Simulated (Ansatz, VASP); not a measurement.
## RbY2: VASP beside Ansatz

```
Rb Y
1.0
     0.00000    3.58925    3.58925
     3.58925    0.00000    3.58925
     3.58925    3.58925    0.00000
Rb Y
1 2
Direct
  0.00000 0.00000 0.00000
  0.25000 0.25000 0.25000
  0.75000 0.75000 0.75000
```

Alike in both runs: task relaxation of cell and atoms; functional PBE; k mesh 4 × 4 × 4; occupations gaussian, width 0.1 eV; no spin polarisation.

```csv
,VASP,Ansatz
version,VASP 6.6.1,Ansatz 0.2.0
potentials or method,"VASP PAW PBE potentials, release 64 (Rb_sv, Y_sv), cutoff 600 eV","scalar-relativistic, plane waves, PAW"
valence electrons in the cell,31,31
```

Ansatz gave:

| Quantity | Value |
| --- | --- |
| gap on the k mesh at the Fermi level, each at its own relaxed structure (eV) | none |
| relaxed volume (Å³/atom) | 45.08 |
| relaxed length of the cell vector where the two differ most in proportion (Å) | 5.762 |

Which values does VASP return?

gap on the k mesh at the Fermi level, each at its own relaxed structure (eV): none; relaxed volume (Å³/atom): 44.92; relaxed length of the cell vector where the two differ most in proportion (Å): 5.755.

A gap of «none» marks a metal or a gap that the smearing closes.

The k mesh is coarse, so the values compare programs but aren't converged. Noted on VASP's run: the volume moved by over 15 % at a fixed basis, so the end points are rough.
